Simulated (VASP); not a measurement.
# Ir in VASP: single point with PBEsol

Aim: the single point of Ir with PBEsol.

Program: VASP 6.6.1. These are calculated values, not measurements. Logs are shortened: lines on timing, memory, paths and dates and some standing lists are left out, and cuts for length are marked.

## Step 1: The cell of the first run

The cell holds a slab with vacuum, 6 atoms: a = 2.719 Å, b = 4.408 Å, c = 21.495 Å, α = 90.00°, β = 90.00°, γ = 90.00°.

## Step 2: Single point, PBEsol

POSCAR

```
Ir
1.0
    2.7192496415      0.0000000000      0.0000000000
    0.0000000000      4.4080115152      0.0000000000
    0.0000000000      0.0000000000     21.4949000000
Ir
6
Direct
    0.7500000000      0.7500000000      0.3721822781
    0.2500000000      0.2500000000      0.4087016275
    0.2500000000      0.7500000000      0.4817403253
    0.7500000000      0.2500000000      0.5182596747
    0.7500000000      0.7500000000      0.5912983725
    0.2500000000      0.2500000000      0.6278177219
```

INCAR.step1

```
SYSTEM = Ir
ALGO     = Normal         ! electronic algorithm
DIPOL    = 0.5 0.5 0.500
EDIFF    = 1E-6           ! SCF threshold, eV
ENCUT    = 520            ! plane-wave cutoff, eV
GGA      = PS             ! functional
IDIPOL   = 3            
ISIF     = 2              ! what is computed and relaxed
ISMEAR   = -1             ! smearing method
LASPH    = .True.         ! aspherical terms in the spheres
LCHARG   = .True.         ! write CHGCAR
LDIPOL   = .True.       
LMAXMIX  = 4              ! l up to which the mixer works
LREAL    = .False.        ! projectors in reciprocal space
LWAVE    = .False.        ! write WAVECAR
NBANDS   = 36             ! bands
NELM     = 80             ! most SCF steps
PREC     = Accurate       ! precision mode
SIGMA    = 0.05           ! smearing width, eV
```

KPOINTS.step1

```
k-points
0
Gamma
  12 8 1
  0 0 0
```

INCAR.step2

```
SYSTEM = Ir
ALGO     = Normal         ! electronic algorithm
DIPOL    = 0.5 0.5 0.500
EDIFF    = 1E-6           ! SCF threshold, eV
ENCUT    = 520            ! plane-wave cutoff, eV
GGA      = PS             ! functional
ICHARG   = 11             ! starting density
IDIPOL   = 3            
ISIF     = 2              ! what is computed and relaxed
ISMEAR   = -5             ! smearing method
LASPH    = .True.         ! aspherical terms in the spheres
LCHARG   = .False.        ! write CHGCAR
LDIPOL   = .True.       
LMAXMIX  = 4              ! l up to which the mixer works
LORBIT   = 11             ! projections on sites
LREAL    = .False.        ! projectors in reciprocal space
LWAVE    = .False.        ! write WAVECAR
NEDOS    = 1001           ! points of the DOS
NELM     = 80             ! most SCF steps
PREC     = Accurate       ! precision mode
SIGMA    = 0.05           ! smearing width, eV
```

KPOINTS.step2

```
k-points
0
Gamma
  18 12 1
  0 0 0
```

Potentials or basis: VASP PAW PBE potentials, release 64 (Ir).

Started as:

```console
cat potpaw_PBE.64/Ir/POTCAR > POTCAR
cp INCAR.step1 INCAR
cp KPOINTS.step1 KPOINTS
mpirun -np 1 vasp_std > vasp.out
cp INCAR.step2 INCAR
cp KPOINTS.step2 KPOINTS
mpirun -np 1 vasp_std > vasp.out
```

OUTCAR:

```text
SYSTEM = Ir
   EDIFF = 1E-6
   ENCUT = 520
   GGA = PS
   ICHARG = 11
   ISIF = 2
   ISMEAR = -5
   LASPH = .True.
   LORBIT = 11
   LREAL = .False.
   NELM = 80
   PREC = Accurate

 ion  position               nearest neighbor table
   1  0.750  0.750  0.372-   2 2.71   2 2.71   2 2.71   2 2.71   3 2.72   3 2.72
   2  0.250  0.250  0.409-   3 2.71   3 2.71   1 2.71   1 2.71   1 2.71   1 2.71   4 2.72   4 2.72

   3  0.250  0.750  0.482-   2 2.71   2 2.71   4 2.71   4 2.71   4 2.71   4 2.71   5 2.72   5 2.72
                             1 2.72   1 2.72
   4  0.750  0.250  0.518-   5 2.71   5 2.71   3 2.71   3 2.71   3 2.71   3 2.71   2 2.72   2 2.72
                             6 2.72   6 2.72
   5  0.750  0.750  0.591-   4 2.71   4 2.71   6 2.71   6 2.71   6 2.71   6 2.71   3 2.72   3 2.72

   6  0.250  0.250  0.628-   5 2.71   5 2.71   5 2.71   5 2.71   4 2.72   4 2.72

  LATTYP: Found a simple orthorhombic cell.
 ALAT       =     2.7192496415
 B/A-ratio  =     1.6210396603
 C/A-ratio  =     7.9047174161

  Lattice vectors:

 A1 = (   2.7192496415,   0.0000000000,   0.0000000000)
 A2 = (   0.0000000000,   4.4080115152,   0.0000000000)
 A3 = (   0.0000000000,   0.0000000000,  21.4949000000)

Analysis of symmetry for initial positions (statically):
=====================================================================
 Subroutine PRICEL returns:
 Original cell was already a primitive cell.

 Routine SETGRP: Setting up the symmetry group for a
 simple orthorhombic supercell.

 Subroutine GETGRP returns: Found  8 space group operations
 (whereof  2 operations were pure point group operations)
 out of a pool of  8 trial point group operations.

The static configuration has the point symmetry S_2 .
 The point group associated with its full space group is D_2h.

Analysis of symmetry for dynamics (positions and initial velocities):
=====================================================================
 Subroutine PRICEL returns:
 Original cell was already a primitive cell.

 Routine SETGRP: Setting up the symmetry group for a
 simple orthorhombic supercell.

 Subroutine GETGRP returns: Found  8 space group operations
 (whereof  2 operations were pure point group operations)
 out of a pool of  8 trial point group operations.

The dynamic configuration has the point symmetry S_2 .
 The point group associated with its full space group is D_2h.

 Subroutine INISYM returns: Found  8 space group operations
 (whereof  2 operations are pure point group operations),
 and found     1 'primitive' translations

----------------------------------------------------------------------------------------

                                     Primitive cell

  volume of cell :     257.6483

  direct lattice vectors                    reciprocal lattice vectors
     2.719249641  0.000000000  0.000000000     0.367748509  0.000000000  0.000000000
     0.000000000  4.408011515  0.000000000     0.000000000  0.226859661  0.000000000
     0.000000000  0.000000000 21.494900000     0.000000000  0.000000000  0.046522664

  length of vectors
     2.719249641  4.408011515 21.494900000     0.367748509  0.226859661  0.046522664

  position of ions in fractional coordinates (direct lattice)
     0.750000000  0.750000000  0.372182278
     0.250000000  0.250000000  0.408701628
     0.250000000  0.750000000  0.481740325
     0.750000000  0.250000000  0.518259675
     0.750000000  0.750000000  0.591298372
     0.250000000  0.250000000  0.627817722

  ion indices of the primitive-cell ions
   primitive index   ion index
                 1           1
                 2           2
                 3           3
                 4           4
                 5           5
                 6           6

----------------------------------------------------------------------------------------

 KPOINTS: k-points

Automatic generation of k-mesh.
 Grid dimensions read from file:
 generate k-points for:   18   12    1

 Generating k-lattice:

  Cartesian coordinates                     Fractional coordinates (reciprocal lattice)
     0.020430473  0.000000000  0.000000000     0.055555556  0.000000000  0.000000000
     0.000000000  0.018904972  0.000000000     0.000000000  0.083333333  0.000000000
     0.000000000  0.000000000  0.046522664     0.000000000  0.000000000  1.000000000

  Length of vectors
     0.020430473  0.018904972  0.046522664

  Shift w.r.t. Gamma in fractional coordinates (k-lattice)
     0.000000000  0.000000000  0.000000000

 TETIRR: Found    648 inequivalent tetrahedra from     1296

 Subroutine IBZKPT returns following result:
 ===========================================

 Found     70 irreducible k-points:

 Following reciprocal coordinates:
            Coordinates               Weight
  0.000000  0.000000  0.000000      1.000000
  0.055556  0.000000  0.000000      2.000000
  0.111111  0.000000  0.000000      2.000000
  0.166667  0.000000  0.000000      2.000000
  0.222222  0.000000  0.000000      2.000000
  0.277778  0.000000  0.000000      2.000000
[... 16 lines left out ...]
  0.111111  0.166667  0.000000      4.000000
  0.166667  0.166667  0.000000      4.000000
 [... further k-points ...]
   k-points           NKPTS =     70   k-points in BZ     NKDIM =     70   number of bands    NBANDS=     32
   number of dos      NEDOS =   1001   number of ions     NIONS =      6
   total plane-waves  NPLWV = 115200
   dimension x,y,z NGX =    20 NGY =   36 NGZ =  160
   dimension x,y,z NGXF=    40 NGYF=   72 NGZF=  320
   ions per type =               6
   NGX,Y,Z   is equivalent  to a cutoff of  12.23, 13.58, 12.37 a.u.
   NGXF,Y,Z  is equivalent  to a cutoff of  24.45, 27.15, 24.75 a.u.
 SYSTEM =  Ir
   PREC   = accura    normal or accurate (medium, high low for compatibility)
   ISTART =      0    job   : 0-new  1-cont  2-samecut
   ICHARG =     11    charge: 1-file 2-atom 10-const
   ISPIN  =      1    spin polarized calculation?
   LNONCOLLINEAR =      F non collinear calculations
   LSORBIT =      F    spin-orbit coupling
   LASPH  =      T    aspherical Exc in radial PAW
   ENCUT  =  520.0 eV  38.22 Ry    6.18 a.u.   5.06  8.20 39.97*2*pi/ulx,y,z
   NELM   =     80;   NELMIN=  2; NELMDL=  0     # of ELM steps
   EDIFF  = 0.1E-05   stopping-criterion for ELM
   LREAL  =      F    real-space projection
   EDIFFG = 0.1E-04   stopping-criterion for IOM
   NSW    =      0    number of steps for IOM
   IBRION =     -1    ionic relax: 0-MD 1-quasi-New 2-CG
   NFREE  =      0    steps in history (QN), initial steepest desc. (CG)
   ISIF   =      2    stress and relaxation
   ISYM   =      2    0-nonsym 1-usesym 2-fastsym
   POTIM  = 0.5000    time-step for ionic-motion
   TEBEG  =    0.0;   TEEND  =   0.0 temperature during run
   PSTRESS=    0.0 pullay stress
   NELECT =      54.0000    total number of electrons
   NUPDOWN=      -1.0000    fix difference up-down
   EMIN   =  10.00;   EMAX   =-10.00  energy-range for DOS
   EFERMI =   0.00;   METHOD = LEGACY
   ISMEAR =    -5;   SIGMA  =   0.05  broadening in eV -4-tet -1-fermi 0-gaus
   EFERMI_NEDOS =   21; number of points for ismear=-14 and -15
   IALGO  =     38    algorithm
   IMIX   =      4    mixing-type and parameters
     AMIX     =   0.40;   BMIX     =  1.00
     AMIX_MAG =   1.60;   BMIX_MAG =  1.00
  volume/ion in A,a.u.               =      42.94       289.78
  Fermi-wavevector in a.u.,A,eV,Ry     =   0.972442  1.837649 12.866258  0.945643
  Thomas-Fermi vector in A             =   2.102741
   LORBIT       =     11    0 simple, 1 ext, 2 COOP (PROOUT), +10 PAW based schemes
   GGA     = PS    functional components
   LHFCALC =     F    Hartree Fock is set to
   AEXX    =    0.0000 exact exchange contribution
   IVDW    =     0    specifies the selected vdW correction
   LEPSILON=     F    determine dielectric tensor
   LRPA    =     F    only Hartree local field effects (RPA)
 non-spin polarized calculation
 Fermi weights with tetrahedron method with Bloechl corrections
  energy-cutoff  :      520.00
  volume of cell :      257.65
 maximum number of plane-waves:      7020

 number of electron      53.9999996 magnetization

 dipolmoment           0.000000      0.000000      0.000000 electrons x Angstroem

 Free energy of the ion-electron system (eV)
  ---------------------------------------------------
  ext. energy  EPLUGINS =         0.00000000
  ---------------------------------------------------
  free energy    TOTEN  =       -54.20189860 eV

  energy without entropy =      -54.20189860  energy(sigma->0) =      -54.20189860

 E-fermi :  -0.4013     XC(G=0):  -5.5925

 val. band max:       -0.3910740838   @ k =   0.3889   0.3333   0.0000
 cond. band min:      -0.4256507631   @ k =   0.1667   0.2500   0.0000
 fundamental gap:     -0.0345766794
 Fermi energy:        -0.4012663301

 k-point     1 :       0.0000    0.0000    0.0000
  band No.  band energies     occupation
      1     -10.6898      2.00000
      2      -8.6400      2.00000
      3      -7.7537      2.00000
      4      -7.6707      2.00000
      5      -7.3372      2.00000
      6      -6.5869      2.00000
[... 24 lines left out ...]
     31       0.2957      0.00000
     32       0.9278      0.00000

 k-point     2 :       0.0556    0.0000    0.0000
  band No.  band energies     occupation
      1     -10.6018      2.00000
      2      -8.5511      2.00000
      3      -7.6705      2.00000
      4      -7.5812      2.00000
      5      -7.2527      2.00000
      6      -6.5132      2.00000
[... 762 lines left out ...]
 k-point    24 :       0.1667    0.1667    0.0000
  band No.  band energies     occupation
      1      -9.6748      2.00000
      2      -7.7756      2.00000
      3      -7.2215      2.00000
      4      -7.0428      2.00000
      5      -6.5530      2.00000
      6      -6.1308      2.00000
[... 24 lines left out ...]
     31       0.0479      0.00000
     32       0.1505      0.00000

 [... further k-points ...]

------------------------ aborting loop because EDIFF is reached ----------------------------------------

 vacuum level on the upper side and lower side of the slab       (xc-potential included)        -0.138        -0.138

  FORCE on cell =-STRESS in cart. coord.  units (eV):
  Direction    XX          YY          ZZ          XY          YZ          ZX
  --------------------------------------------------------------------------------------
  -------------------------------------------------------------------------------------
  Total      -10.5293913     -7.8418979     -7.6159096      0.0000000      0.0000000      0.0000000
  in kB      -65.4766754    -48.7645852    -47.3592849      0.0000000      0.0000000      0.0000000
  external PRESSURE =     -53.8668485 kB  Pullay stress =       0.0000000 kB

 VOLUME and BASIS-vectors are now :
 -----------------------------------------------------------------------------
  energy-cutoff  :      520.00
  volume of cell :      257.65
      direct lattice vectors                 reciprocal lattice vectors
     2.719249641  0.000000000  0.000000000     0.367748509  0.000000000  0.000000000
     0.000000000  4.408011515  0.000000000     0.000000000  0.226859661  0.000000000
     0.000000000  0.000000000 21.494900000     0.000000000  0.000000000  0.046522664

 POSITION                                       TOTAL-FORCE (eV/Angst)
 -----------------------------------------------------------------------------------
      2.03944      3.30601      8.00002         0.000000      0.000000      1.603782
      0.67981      1.10200      8.78500        -0.000000     -0.000000     -0.623130
      0.67981      3.30601     10.35496         0.000000     -0.000000     -0.010217
      2.03944      1.10200     11.13994         0.000000      0.000000      0.010217
      2.03944      3.30601     12.70990         0.000000      0.000000      0.623130
      0.67981      1.10200     13.49488        -0.000000     -0.000000     -1.603782
 -----------------------------------------------------------------------------------
    total drift:                               -0.000000      0.000000      0.000000

  FREE ENERGIE OF THE ION-ELECTRON SYSTEM (eV)
  ---------------------------------------------------
  free  energy   TOTEN  =       -54.2018985959 eV

  energy  without entropy=      -54.2018985959  energy(sigma->0) =      -54.20189860

 vacuum level on the upper side and lower side of the slab         5.037         5.037

 total charge

# of ion       s       p       d       tot
------------------------------------------
    1        0.653   0.517   6.905   8.075
    2        0.671   0.640   6.905   8.217
    3        0.664   0.722   6.945   8.331
    4        0.664   0.722   6.945   8.331
    5        0.671   0.640   6.905   8.217
    6        0.653   0.517   6.905   8.075
--------------------------------------------------
tot          3.978   3.760  41.509  49.247
```

It took 8.3 min on 1 thread of Intel Xeon 6975P-C (Granite Rapids), shared host; peak memory 0.59 GiB.

Results:

```
Valence electrons inside the program's atomic spheres : Ir 8.07, 8.22, 8.33 (each value once)
```

Caveat: the PAW data sets were made with another functional, which shifts forces and pressure a little; spin-orbit coupling is left out, which moves the levels of the heavy elements.
